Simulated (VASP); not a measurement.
# Rh (P6_3/mmc) in VASP: further runs

Rh is run at these levels: r2SCAN; tasks: single point.

Program: VASP 6.6.1. These are calculated values, not measurements. Logs are shortened: lines on timing, memory, paths and dates and some standing lists are left out, and cuts for length are marked.

## 1. The cell of the first run

It takes space group P6_3/mmc (No. 194, hexagonal). Conventional cell: a = 2.682 Å, b = 2.682 Å, c = 4.348 Å, α = 90.00°, β = 90.00°, γ = 120.00°. Within 3.5 Å of Rh (site symmetry -6m2) lie 12 Rh at 2.67 to 2.68 Å.

This isn't the form of Rh at room conditions, which is fcc.

## 2. Single point, r2SCAN

Contents of POSCAR:

```
Rh
1.0
    2.6815395994      0.0000000000      0.0000000000
   -1.3407697997      2.3222833220      0.0000000000
    0.0000000000      0.0000000000      4.3483186624
Rh
2
Direct
    0.6666666667      0.3333333333      0.7500000000
    0.3333333333      0.6666666667      0.2500000000
```

Contents of INCAR.step1:

```
SYSTEM = Rh
  PREC = Accurate
  ENCUT = 680
  ISMEAR = -1
  SIGMA = 0.2
  LREAL = .FALSE.
  LASPH = .TRUE.
  NELM = 120
  NBANDS = 24
  GGA = PE
  ALGO = Normal
  EDIFF = 1E-5
  LWAVE = .TRUE.
  LCHARG = .FALSE.
  GGA_COMPAT = .FALSE.
```

Contents of INCAR.step2:

```
SYSTEM = Rh
  PREC = Accurate
  ENCUT = 680
  EDIFF = 1E-6
  ISMEAR = -1
  SIGMA = 0.2
  LREAL = .FALSE.
  LASPH = .TRUE.
  NELM = 120
  ALGO = Normal
  ISIF = 2
  LWAVE = .FALSE.
  LCHARG = .FALSE.
  METAGGA = R2SCAN
  LMIXTAU = .TRUE.
  NBANDS = 24
  ISTART = 1
  GGA_COMPAT = .FALSE.
```

Contents of KPOINTS:

```
Automatic mesh
0
G
  10 10 5
  0 0 0
```

Potentials or basis: VASP PAW PBE potentials, release 64 (Rh_sv_GW).

Command:

```sh
> cat potpaw_PBE.64/Rh_sv_GW/POTCAR > POTCAR
> cp INCAR.step1 INCAR
> mpirun -np 1 vasp_std > vasp.out
> cp INCAR.step2 INCAR
> mpirun -np 1 vasp_std > vasp.out
```

OUTCAR:

```text
SYSTEM = Rh
   PREC = Accurate
   ENCUT = 680
   EDIFF = 1E-6
   ISMEAR = -1
   LREAL = .FALSE.
   LASPH = .TRUE.
   NELM = 120
   ISIF = 2
   METAGGA = R2SCAN
   ISTART = 1

 ion  position               nearest neighbor table
   1  0.667  0.333  0.750-
   2  0.333  0.667  0.250-

  LATTYP: Found a hexagonal cell.
 ALAT       =     2.6815395994
 C/A-ratio  =     1.6215754052

  Lattice vectors:

 A1 = (   2.6815395994,   0.0000000000,   0.0000000000)
 A2 = (  -1.3407697997,   2.3222833220,   0.0000000000)
 A3 = (   0.0000000000,   0.0000000000,   4.3483186624)

Analysis of symmetry for initial positions (statically):
=====================================================================
 Subroutine PRICEL returns:
 Original cell was already a primitive cell.

 Routine SETGRP: Setting up the symmetry group for a
 hexagonal supercell.

 Subroutine GETGRP returns: Found 24 space group operations
 (whereof 12 operations were pure point group operations)
 out of a pool of 24 trial point group operations.

The static configuration has the point symmetry D_3d.
 The point group associated with its full space group is D_6h.

Analysis of symmetry for dynamics (positions and initial velocities):
=====================================================================
 Subroutine PRICEL returns:
 Original cell was already a primitive cell.

 Routine SETGRP: Setting up the symmetry group for a
 hexagonal supercell.

 Subroutine GETGRP returns: Found 24 space group operations
 (whereof 12 operations were pure point group operations)
 out of a pool of 24 trial point group operations.

The dynamic configuration has the point symmetry D_3d.
 The point group associated with its full space group is D_6h.

 Subroutine INISYM returns: Found 24 space group operations
 (whereof 12 operations are pure point group operations),
 and found     1 'primitive' translations

----------------------------------------------------------------------------------------

                                     Primitive cell

  volume of cell :      27.0783

  direct lattice vectors                    reciprocal lattice vectors
     2.681539599  0.000000000  0.000000000     0.372920094  0.215305340  0.000000000
    -1.340769800  2.322283322  0.000000000     0.000000000  0.430610680  0.000000000
     0.000000000  0.000000000  4.348318662     0.000000000  0.000000000  0.229973946

  length of vectors
[... 71 lines left out ...]
   NGXF,Y,Z  is equivalent  to a cutoff of  29.76, 29.76, 30.59 a.u.
 SYSTEM =  Rh
   PREC   = accura    normal or accurate (medium, high low for compatibility)
   ISTART =      1    job   : 0-new  1-cont  2-samecut
   ICHARG =      0    charge: 1-file 2-atom 10-const
   ISPIN  =      1    spin polarized calculation?
   LNONCOLLINEAR =      F non collinear calculations
   LSORBIT =      F    spin-orbit coupling
   LASPH  =      T    aspherical Exc in radial PAW
   ENCUT  =  680.0 eV  49.98 Ry    7.07 a.u.   5.70  5.70  9.25*2*pi/ulx,y,z
   NELM   =    120;   NELMIN=  2; NELMDL=  0     # of ELM steps
   EDIFF  = 0.1E-05   stopping-criterion for ELM
   LREAL  =      F    real-space projection
   EDIFFG = 0.1E-04   stopping-criterion for IOM
   NSW    =      0    number of steps for IOM
   IBRION =     -1    ionic relax: 0-MD 1-quasi-New 2-CG
   NFREE  =      0    steps in history (QN), initial steepest desc. (CG)
   ISIF   =      2    stress and relaxation
   ISYM   =      2    0-nonsym 1-usesym 2-fastsym
   POTIM  = 0.5000    time-step for ionic-motion
   TEBEG  =    0.0;   TEEND  =   0.0 temperature during run
   PSTRESS=    0.0 pullay stress
   NELECT =      34.0000    total number of electrons
   NUPDOWN=      -1.0000    fix difference up-down
   EMIN   =  10.00;   EMAX   =-10.00  energy-range for DOS
   EFERMI =   0.00;   METHOD = LEGACY
   ISMEAR =    -1;   SIGMA  =   0.20  broadening in eV -4-tet -1-fermi 0-gaus
   EFERMI_NEDOS =   21; number of points for ismear=-14 and -15
   IALGO  =     38    algorithm
   IMIX   =      4    mixing-type and parameters
     AMIX     =   0.40;   BMIX     =  1.00
     AMIX_MAG =   1.60;   BMIX_MAG =  1.00
  volume/ion in A,a.u.               =      13.54        91.37
  Fermi-wavevector in a.u.,A,eV,Ry     =   1.766150  3.337539 42.440452  3.119285
  Thomas-Fermi vector in A             =   2.833790
   LORBIT       =      0    0 simple, 1 ext, 2 COOP (PROOUT), +10 PAW based schemes
   METAGGA = R2SCAN    functional components
   LHFCALC =     F    Hartree Fock is set to
   AEXX    =    0.0000 exact exchange contribution
   IVDW    =     0    specifies the selected vdW correction
   LEPSILON=     F    determine dielectric tensor
   LRPA    =     F    only Hartree local field effects (RPA)
 non-spin polarized calculation
  energy-cutoff  :      680.00
  volume of cell :       27.08
 maximum number of plane-waves:      1105
 NGX is ok and might be reduce to    24
   NGX = 11   NGY = 11   NGZ = 19

 number of electron      33.9999995 magnetization

 Free energy of the ion-electron system (eV)
  ---------------------------------------------------
  ext. energy  EPLUGINS =         0.00000000
  ---------------------------------------------------
  free energy    TOTEN  =       -46.67423654 eV

  energy without entropy =      -46.27711730  energy(sigma->0) =      -46.47567692

 E-fermi :  11.0293     XC(G=0): -15.3879

 val. band max:       11.0254612018   @ k =   0.4000   0.2000   0.2000
 cond. band min:      11.0567894781   @ k =   0.3000   0.1000   0.4000
 fundamental gap:      0.0313282763
 Fermi energy:        11.0293184058

 k-point     1 :       0.0000    0.0000    0.0000
  band No.  band energies     occupation
      1     -70.2277      2.00000
      2     -70.0922      2.00000
      3     -37.6759      2.00000
      4     -36.9552      2.00000
      5     -36.9552      2.00000
      6     -36.8375      2.00000
[... 637 lines left out ...]
     23      24.7127      0.00000
     24      26.5422      0.00000

 [... further k-points ...]
[... 5 lines left out ...]
  --------------------------------------------------------------------------------------
  -------------------------------------------------------------------------------------
  Total        1.1871488      1.1871508      1.0455637     -0.0000000     -0.0000000      0.0000000
  in kB       70.2416924     70.2418078     61.8643260     -0.0000000     -0.0000000      0.0000000
  external PRESSURE =      67.4492754 kB  Pullay stress =       0.0000000 kB

 VOLUME and BASIS-vectors are now :
 -----------------------------------------------------------------------------
  energy-cutoff  :      680.00
  volume of cell :       27.08
      direct lattice vectors                 reciprocal lattice vectors
     2.681539599  0.000000000  0.000000000     0.372920094  0.215305340  0.000000000
    -1.340769800  2.322283322  0.000000000     0.000000000  0.430610680  0.000000000
     0.000000000  0.000000000  4.348318662     0.000000000  0.000000000  0.229973946

 POSITION                                       TOTAL-FORCE (eV/Angst)
 -----------------------------------------------------------------------------------
      1.34077      0.77409      3.26124        -0.000000      0.000000      0.000000
     -0.00000      1.54819      1.08708         0.000000     -0.000000      0.000000
 -----------------------------------------------------------------------------------
    total drift:                                0.000000     -0.000000      0.000000

  FREE ENERGIE OF THE ION-ELECTRON SYSTEM (eV)
  ---------------------------------------------------
  free  energy   TOTEN  =       -46.6742365442 eV

  energy  without entropy=      -46.2771173003  energy(sigma->0) =      -46.47567692
```

Wall time 5 min (1 thread of AMD EPYC, shared host); peak memory 0.17 GiB.

Results:

| Item | Value |
| --- | --- |
| Free energy | -46.6742 eV |
| Pressure | 6.7 GPa |
| Band gap on the k mesh | zero (bands 17 and 18 overlap by 2.43 eV) |

Stress tensor (GPa, compression positive):
```
7.02 0.00 0.00
0.00 7.02 0.00
0.00 0.00 6.19
```

Levels at points of the mesh, in eV from the Fermi level:
| k point | band 14 | band 15 | band 16 | band 17 | band 18 | band 19 | band 20 | band 21 |
| --- | --- | --- | --- | --- | --- | --- | --- | --- |
| (0.00, 0.00, 0.00) | -2.64 | -2.64 | -1.99 | -1.99 | 0.18 | 0.18 | 0.87 | 9.25 |
| (0.50, 0.00, 0.00) | -2.33 | -2.18 | 0.50 | 0.69 | 0.82 | 3.30 | 5.57 | 11.05 |

Caveat: the cell stands under pressure; the PAW data sets were made with another functional, which shifts forces and pressure a little.

## 3. Single point, r2SCAN

This run uses another cell than the first one, of 14.30 Å³/atom.

Contents of POSCAR:

```
Rh
1.0
    2.7309800000      0.0000000000      0.0000000000
   -1.3654900000      2.3651000000      0.0000000000
    0.0000000000      0.0000000000      4.4284900000
Rh
2
Direct
    0.6666666667      0.3333333333      0.7500000000
    0.3333333333      0.6666666667      0.2500000000
```

Contents of INCAR.step1:

```
PREC = Accurate
ENCUT = 680
ISMEAR = -1
SIGMA = 0.2
LREAL = False
LASPH = True
NELM = 120
NBANDS = 24
GGA = PE
ALGO = Normal
EDIFF = 1E-5
LWAVE = True
LCHARG = False
GGA_COMPAT = False
```

Contents of INCAR.step2:

```
PREC = Accurate
ENCUT = 680
EDIFF = 1E-6
ISMEAR = -1
SIGMA = 0.2
LREAL = False
LASPH = True
NELM = 120
ALGO = Normal
ISIF = 2
LWAVE = False
LCHARG = False
METAGGA = R2SCAN
LMIXTAU = True
NBANDS = 24
ISTART = 1
GGA_COMPAT = False
```

Contents of KPOINTS:

```
Automatic mesh
0
Gamma
  10 10 5
```

Potentials or basis: VASP PAW PBE potentials, release 64 (Rh_sv_GW).

Command:

```sh
> cat potpaw_PBE.64/Rh_sv_GW/POTCAR > POTCAR
> cp INCAR.step1 INCAR
> mpirun -np 1 vasp_std > vasp.out
> cp INCAR.step2 INCAR
> mpirun -np 1 vasp_std > vasp.out
```

It took 80 s on 1 thread of Intel Xeon Platinum 8488C (Sapphire Rapids), shared host; peak memory 0.2 GiB.

It converged, with:

```
Free energy            : -46.6663 eV
Pressure               : -7.7 GPa
Band gap on the k mesh : zero (bands 17 and 18 overlap by 2.22 eV)
```

Stress tensor (GPa, compression positive):
```
-7.32  0.00  0.00
 0.00 -7.32  0.00
 0.00  0.00 -8.43
```

Levels at points of the mesh, in eV from the Fermi level:
| k point | band 15 | band 16 | band 17 | band 18 | band 19 | band 20 |
| --- | --- | --- | --- | --- | --- | --- |
| (0.00, 0.00, 0.00) | -2.42 | -1.82 | -1.82 | 0.17 | 0.17 | 0.94 |
| (0.50, 0.00, 0.00) | -2.00 | 0.45 | 0.63 | 0.74 | 3.12 | 5.27 |

Caveat: the cell stands under tension; the PAW data sets were made with another functional, which shifts forces and pressure a little.

The gap in the log of VASP goes by the Fermi energy; the results here count the filled bands.